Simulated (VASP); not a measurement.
# HC16 (a cell with a defect) in VASP: further runs

The runs below take HC16 (a cell with a defect) through single point, with PBE.

Everything below comes from runs of VASP 6.6.1. Logs are shortened: lines on timing, memory, paths and dates and some standing lists are left out, and cuts for length are marked.

## 1. The cell of the first run

The cell holds a defect, 17 atoms: a = 5.049 Å, b = 5.049 Å, c = 5.049 Å, α = 60.00°, β = 60.00°, γ = 60.00°.

## 2. Single point, PBE

File INCAR:

```
SYSTEM = HC16
ALGO = Normal ; EDIFF = 1E-7
ENCUT = 520 ; GGA = PE
ISIF = 2 ; ISMEAR = 0
LASPH = .TRUE. ; LCHARG = .TRUE.
LELF = .TRUE. ; LREAL = Auto
LVHAR = .TRUE. ; LWAVE = .FALSE.
NBANDS = 46 ; NELECT = 64.0
NELM = 100 ; PREC = Accurate
SIGMA = 0.05
```

File KPOINTS:

```
k-points
0
G
  3 3 3
  0 0 0
```

File POSCAR:

```
HC16
1.0
    0.0000000000      3.5700000000      3.5700000000
    3.5700000000      0.0000000000      3.5700000000
    3.5700000000      3.5700000000      0.0000000000
C H
16 1
Direct
   -0.0079663467      0.0019479633     -0.0019102618
    0.1151479995      0.1258006984      0.1250879185
   -0.0109169213      0.0030981924      0.4982212530
    0.1099376675      0.1317761581      0.6225125680
   -0.0064473179      0.5004514217     -0.0036291530
    0.1114651779      0.6302712811      0.1242284555
   -0.0116660069      0.5064262480      0.4981884273
    0.1144081485      0.6291296016      0.6225559102
    0.4895105516     -0.0086429875     -0.0005123983
    0.6262648922      0.0981864507      0.1350272845
    0.4833699846      0.0105010976      0.4982873472
    0.6155555641      0.1277606236      0.6214793694
    0.4772081993      0.5340222250     -0.0083354755
    0.6201134176      0.6217219235      0.1243226998
    0.4879382570      0.5044799056      0.4969558446
    0.6139725440      0.6408788291      0.6125139718
    0.5517385893      0.3160846680      0.9109847387
```

Potentials or basis: VASP PAW PBE potentials, release 64 (C, H).

On the command line:

```
cat potpaw_PBE.64/C/POTCAR potpaw_PBE.64/H/POTCAR > POTCAR
mpirun -np 1 vasp_std > vasp.out
```

OUTCAR:

```text
SYSTEM = HC16
   EDIFF = 1E-7
   ENCUT = 520
   GGA = PE
   ISIF = 2
   ISMEAR = 0
   LASPH = .TRUE.
   LREAL = Auto
   NELECT = 64.0
   NELM = 100
   PREC = Accurate

 ion  position               nearest neighbor table
   1  0.992  0.002  0.998-  10 1.51   6 1.53   2 1.54   4 1.55
   2  0.115  0.126  0.125-   3 1.54   1 1.54   9 1.54   5 1.54
   3  0.989  0.003  0.498-   2 1.54  12 1.54   4 1.54   8 1.54
   4  0.110  0.132  0.623-  11 1.54   3 1.54   7 1.54   1 1.55
   5  0.994  0.500  0.996-  14 1.54   8 1.54   2 1.54   6 1.55
   6  0.111  0.630  0.124-  13 1.51   1 1.53   7 1.54   5 1.55
   7  0.988  0.506  0.498-   8 1.54   6 1.54  16 1.54   4 1.54
   8  0.114  0.629  0.623-   7 1.54  15 1.54   5 1.54   3 1.54
   9  0.490  0.991  0.999-  14 1.52   2 1.54  12 1.56  10 1.57
  10  0.626  0.098  0.135-  17 1.18  11 1.50   1 1.51   9 1.57  13 1.80
  11  0.483  0.011  0.498-  10 1.50  16 1.52  12 1.54   4 1.54
  12  0.616  0.128  0.621-  11 1.54   3 1.54  15 1.55   9 1.56
  13  0.477  0.534  0.992-  17 1.18  14 1.50   6 1.51  16 1.57  10 1.80
  14  0.620  0.622  0.124-  13 1.50   9 1.52  15 1.54   5 1.54
  15  0.488  0.504  0.497-  14 1.54   8 1.54  12 1.55  16 1.56
  16  0.614  0.641  0.613-  11 1.52   7 1.54  15 1.56  13 1.57
  17  0.552  0.316  0.911-  10 1.18  13 1.18

  LATTYP: Found a face centered cubic cell.
 ALAT       =     7.1400000000

  Lattice vectors:

 A1 = (   0.0000000000,   3.5700000000,   3.5700000000)
 A2 = (   3.5700000000,   0.0000000000,   3.5700000000)
 A3 = (   3.5700000000,   3.5700000000,   0.0000000000)

Analysis of symmetry for initial positions (statically):
=====================================================================
 Subroutine PRICEL returns:
 Original cell was already a primitive cell.

 Routine SETGRP: Setting up the symmetry group for a
 face centered cubic supercell.

 Subroutine GETGRP returns: Found  1 space group operations
 (whereof  1 operations were pure point group operations)
 out of a pool of 48 trial point group operations.

The static configuration has the point symmetry C_1 .

Analysis of symmetry for dynamics (positions and initial velocities):
=====================================================================
 Subroutine PRICEL returns:
 Original cell was already a primitive cell.

 Routine SETGRP: Setting up the symmetry group for a
 face centered cubic supercell.

 Subroutine GETGRP returns: Found  1 space group operations
 (whereof  1 operations were pure point group operations)
 out of a pool of 48 trial point group operations.

The dynamic configuration has the point symmetry C_1 .

 Subroutine INISYM returns: Found  1 space group operations
 (whereof  1 operations are pure point group operations),
 and found     1 'primitive' translations

----------------------------------------------------------------------------------------

                                     Primitive cell

  volume of cell :      90.9986

  direct lattice vectors                    reciprocal lattice vectors
     0.000000000  3.570000000  3.570000000    -0.140056022  0.140056022  0.140056022
     3.570000000  0.000000000  3.570000000     0.140056022 -0.140056022  0.140056022
     3.570000000  3.570000000  0.000000000     0.140056022  0.140056022 -0.140056022

  length of vectors
     5.048742418  5.048742418  5.048742418     0.242584147  0.242584147  0.242584147

  position of ions in fractional coordinates (direct lattice)
     0.992033653  0.001947963  0.998089738
     0.115148000  0.125800698  0.125087919
     0.989083079  0.003098192  0.498221253
     0.109937667  0.131776158  0.622512568
     0.993552682  0.500451422  0.996370847
     0.111465178  0.630271281  0.124228456
[... 9 lines left out ...]
     0.613972544  0.640878829  0.612513972
     0.551738589  0.316084668  0.910984739

  ion indices of the primitive-cell ions
   primitive index   ion index
                 1           1
                 2           2
                 3           3
                 4           4
                 5           5
                 6           6
[... 9 lines left out ...]
                16          16
                17          17

----------------------------------------------------------------------------------------

 KPOINTS: k-points

Automatic generation of k-mesh.
 Grid dimensions read from file:
 generate k-points for:    3    3    3

 Generating k-lattice:

  Cartesian coordinates                     Fractional coordinates (reciprocal lattice)
    -0.046685341  0.046685341  0.046685341     0.333333333  0.000000000  0.000000000
     0.046685341 -0.046685341  0.046685341     0.000000000  0.333333333  0.000000000
     0.046685341  0.046685341 -0.046685341     0.000000000  0.000000000  0.333333333

  Length of vectors
     0.080861382  0.080861382  0.080861382

  Shift w.r.t. Gamma in fractional coordinates (k-lattice)
     0.000000000  0.000000000  0.000000000

 Subroutine IBZKPT returns following result:
 ===========================================

 Found     14 irreducible k-points:

 Following reciprocal coordinates:
            Coordinates               Weight
  0.000000  0.000000  0.000000      1.000000
  0.333333  0.000000  0.000000      2.000000
  0.000000  0.333333  0.000000      2.000000
  0.000000  0.000000  0.333333      2.000000
  0.333333  0.333333  0.333333      2.000000
  0.333333  0.333333  0.000000      2.000000
  0.000000  0.333333  0.333333      2.000000
  0.333333  0.000000  0.333333      2.000000
 -0.333333  0.333333  0.000000      2.000000
  0.000000 -0.333333  0.333333      2.000000
  0.333333  0.000000 -0.333333      2.000000
  0.333333  0.333333 -0.333333      2.000000
 -0.333333  0.333333 -0.333333      2.000000
  0.333333 -0.333333 -0.333333      2.000000
   k-points           NKPTS =     14   k-points in BZ     NKDIM =     14   number of bands    NBANDS=     46
   number of dos      NEDOS =    301   number of ions     NIONS =     17
   total plane-waves  NPLWV =  64000
   dimension x,y,z NGX =    40 NGY =   40 NGZ =   40
   dimension x,y,z NGXF=    80 NGYF=   80 NGZF=   80
   ions per type =              16   1
   NGX,Y,Z   is equivalent  to a cutoff of  13.17, 13.17, 13.17 a.u.
   NGXF,Y,Z  is equivalent  to a cutoff of  26.34, 26.34, 26.34 a.u.
 SYSTEM =  HC16
   PREC   = accura    normal or accurate (medium, high low for compatibility)
   ISTART =      0    job   : 0-new  1-cont  2-samecut
   ICHARG =      2    charge: 1-file 2-atom 10-const
   ISPIN  =      1    spin polarized calculation?
   LNONCOLLINEAR =      F non collinear calculations
   LSORBIT =      F    spin-orbit coupling
   LASPH  =      T    aspherical Exc in radial PAW
   ENCUT  =  520.0 eV  38.22 Ry    6.18 a.u.   9.39  9.39  9.39*2*pi/ulx,y,z
   NELM   =    100;   NELMIN=  2; NELMDL= -5     # of ELM steps
   EDIFF  = 0.1E-06   stopping-criterion for ELM
   LREAL  =      T    real-space projection
   EDIFFG = 0.1E-05   stopping-criterion for IOM
   NSW    =      0    number of steps for IOM
   IBRION =     -1    ionic relax: 0-MD 1-quasi-New 2-CG
   NFREE  =      0    steps in history (QN), initial steepest desc. (CG)
   ISIF   =      2    stress and relaxation
   ISYM   =      2    0-nonsym 1-usesym 2-fastsym
   POTIM  = 0.5000    time-step for ionic-motion
   TEBEG  =    0.0;   TEEND  =   0.0 temperature during run
   PSTRESS=    0.0 pullay stress
   NELECT =      64.0000    total number of electrons
   NUPDOWN=      -1.0000    fix difference up-down
   EMIN   =  10.00;   EMAX   =-10.00  energy-range for DOS
   EFERMI =   0.00;   METHOD = LEGACY
   ISMEAR =     0;   SIGMA  =   0.05  broadening in eV -4-tet -1-fermi 0-gaus
   EFERMI_NEDOS =   21; number of points for ismear=-14 and -15
   IALGO  =     38    algorithm
   IMIX   =      4    mixing-type and parameters
     AMIX     =   0.40;   BMIX     =  1.00
     AMIX_MAG =   1.60;   BMIX_MAG =  1.00
  volume/ion in A,a.u.               =       5.35        36.12
  Fermi-wavevector in a.u.,A,eV,Ry     =   1.455872  2.751200 28.838420  2.119564
  Thomas-Fermi vector in A             =   2.572856
   LORBIT       =      0    0 simple, 1 ext, 2 COOP (PROOUT), +10 PAW based schemes
   GGA     = PE    functional components
   LHFCALC =     F    Hartree Fock is set to
   AEXX    =    0.0000 exact exchange contribution
   IVDW    =     0    specifies the selected vdW correction
   LEPSILON=     F    determine dielectric tensor
   LRPA    =     F    only Hartree local field effects (RPA)
 non-spin polarized calculation
 Gauss-broadening in eV      SIGMA  =   0.05
  energy-cutoff  :      520.00
  volume of cell :       91.00
 maximum number of plane-waves:      2453
 NGX is ok and might be reduce to    40
   NGX = 19   NGY = 19   NGZ = 19

 number of electron      64.0000000 magnetization

 Free energy of the ion-electron system (eV)
  ---------------------------------------------------
  ext. energy  EPLUGINS =         0.00000000
  ---------------------------------------------------
  free energy    TOTEN  =      -155.22755327 eV

  energy without entropy =     -155.22755327  energy(sigma->0) =     -155.22755327

 E-fermi :  10.1257     XC(G=0): -13.2419

 val. band max:        9.8914777913   @ k =   0.0000   0.0000   0.0000
 cond. band min:      12.4697826139   @ k =   0.0000   0.0000   0.0000
 fundamental gap:      2.5783048226
 Fermi energy:        10.1257475920

 k-point     1 :       0.0000    0.0000    0.0000
  band No.  band energies     occupation
      1     -11.9896      2.00000
      2      -6.9381      2.00000
      3      -6.0155      2.00000
      4      -5.9371      2.00000
      5      -5.8845      2.00000
      6      -4.7862      2.00000
[... 36 lines left out ...]
     43      17.6813      0.00000
     44      18.0441      0.00000

 k-point     2 :       0.3333    0.0000    0.0000
  band No.  band energies     occupation
      1     -11.2969      2.00000
      2      -8.8909      2.00000
      3      -6.5831      2.00000
      4      -6.1556      2.00000
      5      -5.9554      2.00000
      6      -5.3028      2.00000
[... 556 lines left out ...]
 k-point    14 :       0.3333   -0.3333   -0.3333
  band No.  band energies     occupation
      1     -10.3548      2.00000
      2      -9.0698      2.00000
      3      -8.8664      2.00000
      4      -7.0622      2.00000
      5      -6.7592      2.00000
      6      -4.5226      2.00000
[... 36 lines left out ...]
     43      19.1511      0.00000
     44      19.4708      0.00000
 [bands above 44 left out]

------------------------ aborting loop because EDIFF is reached ----------------------------------------

  FORCE on cell =-STRESS in cart. coord.  units (eV):
  Direction    XX          YY          ZZ          XY          YZ          ZX
  --------------------------------------------------------------------------------------
  -------------------------------------------------------------------------------------
  Total       -5.8508278     -5.8774850     -5.6021163     -2.1014749     -2.5597646      2.6124146
  in kB     -103.0132895   -103.4826332    -98.6343213    -36.9998663    -45.0687964     45.9957864
  external PRESSURE =    -101.7100814 kB  Pullay stress =       0.0000000 kB

 VOLUME and BASIS-vectors are now :
 -----------------------------------------------------------------------------
  energy-cutoff  :      520.00
  volume of cell :       91.00
      direct lattice vectors                 reciprocal lattice vectors
     0.000000000  3.570000000  3.570000000    -0.140056022  0.140056022  0.140056022
     3.570000000  0.000000000  3.570000000     0.140056022 -0.140056022  0.140056022
     3.570000000  3.570000000  0.000000000     0.140056022  0.140056022 -0.140056022

 POSITION                                       TOTAL-FORCE (eV/Angst)
 -----------------------------------------------------------------------------------
      3.57013      7.10474      3.54851        -0.003689      0.001757      0.008181
      0.89567      0.85764      0.86019         0.000626     -0.002633     -0.001258
      1.78971      5.30968      3.54209        -0.002928      0.000950     -0.003329
      2.69281      2.61485      0.86292         0.001909      0.002550     -0.001113
      5.34366      7.10403      5.33359        -0.002825      0.001059     -0.004252
      2.69356      0.84143      2.64800         0.006875      0.000654     -0.010531
[... 9 lines left out ...]
      4.47461      4.37856      4.47982         0.000205      0.000689      0.000354
      4.38064      5.22192      3.09813        -0.014095     -0.016382      0.001297
 -----------------------------------------------------------------------------------
    total drift:                                0.009022      0.001113      0.002056

  FREE ENERGIE OF THE ION-ELECTRON SYSTEM (eV)
  ---------------------------------------------------
  free  energy   TOTEN  =      -155.2275532670 eV

  energy  without entropy=     -155.2275532670  energy(sigma->0) =     -155.22755327
```

Wall time 78 s (1 thread of Intel Xeon Platinum 8488C (Sapphire Rapids), shared host); peak memory 0.24 GiB.

Results:

- Free energy: -155.2276 eV
- Largest force: 0.022 eV/Å

Forces on the atoms (eV/Å):
```
C   -0.004  0.002  0.008
C    0.001 -0.003 -0.001
C   -0.003  0.001 -0.003
C    0.002  0.003 -0.001
C   -0.003  0.001 -0.004
C    0.007  0.001 -0.011
C    0.000  0.003  0.001
C   -0.001 -0.001 -0.001
C   -0.004 -0.007  0.003
C    0.011  0.002  0.005
C    0.009 -0.004  0.002
C    0.008 -0.001 -0.002
C   -0.004  0.008  0.003
C   -0.001  0.011 -0.002
C   -0.005  0.001  0.000
C    0.000  0.001  0.000
H   -0.014 -0.016  0.001
```

Levels at points of the mesh, in eV from the Fermi level:
```
           k point  band 28  band 29  band 30  band 31  band 32  band 33  band 34  band 35  band 36  band 37
(0.00, 0.00, 0.00)    -2.97    -2.84    -0.52    -0.39    -0.23     2.34     3.12     4.05     4.27     4.57
```

Caveat: the k points lie up to 0.51 Å⁻¹ apart; the cell carries a net charge on a neutralising background, which shifts energy and pressure; the cell is charged against a uniform background, so pressure and absolute levels hang on convention.

## 3. Single point, PBE

File INCAR:

```
SYSTEM = HC16
PREC     = Accurate       ! precision mode
ENCUT    = 520            ! plane-wave cutoff, eV
EDIFF    = 1E-6           ! SCF threshold, eV
ISMEAR   = 0              ! smearing method
SIGMA    = 0.05           ! smearing width, eV
LREAL    = Auto         
LASPH    = .True.         ! aspherical terms in the spheres
NELM     = 60             ! most SCF steps
ALGO     = Normal         ! electronic algorithm
ISIF     = 2              ! what is computed and relaxed
LWAVE    = .False.        ! write WAVECAR
LCHARG   = .False.        ! write CHGCAR
GGA      = PE             ! functional
NBANDS   = 46             ! bands
NELECT   = 64.0
```

File KPOINTS:

```
regular mesh
0
Gamma
  3 3 3
  0 0 0
```

File POSCAR:

```
HC16
1.0
    0.0000000000      3.5700000000      3.5700000000
    3.5700000000      0.0000000000      3.5700000000
    3.5700000000      3.5700000000      0.0000000000
C H
16 1
Direct
   -0.0083640466     -0.0003634042      0.0095146464
    0.1159990762      0.1283365089      0.1310883242
   -0.0082912612      0.0004414997      0.5043840056
    0.1059053979      0.1252066283      0.6352175139
   -0.0083088883      0.5022016265      0.0102430901
    0.1159892669      0.6265134307      0.1355993521
   -0.0096989912      0.5032844879      0.5091263759
    0.1149331608      0.6278635937      0.6367108121
    0.4916061296      0.0004624768      0.0132164212
    0.6177330168      0.1266321899      0.1327016993
    0.4853358258     -0.0099326675      0.4986310603
    0.6281865979      0.1328860587      0.6472369568
    0.4898308647      0.5022229572      0.0147564853
    0.6185522489      0.6265553024      0.1363499386
    0.4930012016      0.5122389649      0.5106206634
    0.6177421942      0.6264929986      0.6414699392
    0.4023388659      0.2151263473      0.5736201255
```

Potentials or basis: VASP PAW PBE potentials, release 64 (C, H).

On the command line:

```
cat potpaw_PBE.64/C/POTCAR potpaw_PBE.64/H/POTCAR > POTCAR
mpirun -np 1 vasp_std > vasp.out
```

Run time: 72 s. Hardware: 1 thread of Intel Xeon Platinum 8488C (Sapphire Rapids), shared host; peak memory 0.25 GiB.

The run converged. Its results:

```yaml
Free_energy: -155.2276 eV
Largest_force: 0.029 eV/Å
```

Forces in eV/Å, atoms in the order of the input:
```
C    0.003  0.000  0.000
C   -0.003 -0.001  0.004
C    0.008  0.025  0.009
C    0.009 -0.021  0.005
C    0.001  0.004 -0.001
C   -0.003 -0.003 -0.005
C    0.007  0.009 -0.003
C   -0.004 -0.008  0.002
C    0.010  0.005 -0.006
C    0.001 -0.018  0.005
C   -0.009  0.014 -0.005
C   -0.006 -0.004  0.004
C   -0.003  0.011 -0.003
C   -0.001 -0.003  0.001
C    0.020  0.001  0.000
C   -0.018 -0.021 -0.009
H   -0.011  0.009  0.002
```

Levels at points of the mesh, in eV from the Fermi level:
| k point | band 28 | band 29 | band 30 | band 31 | band 32 | band 33 | band 34 | band 35 | band 36 | band 37 |
| --- | --- | --- | --- | --- | --- | --- | --- | --- | --- | --- |
| (0.00, 0.00, 0.00) | -2.98 | -2.85 | -0.53 | -0.39 | -0.24 | 2.40 | 3.07 | 4.05 | 4.26 | 4.56 |

Caveat: the k points lie up to 0.51 Å⁻¹ apart; the cell carries a net charge on a neutralising background, which shifts energy and pressure; the cell is charged against a uniform background, so pressure and absolute levels hang on convention.
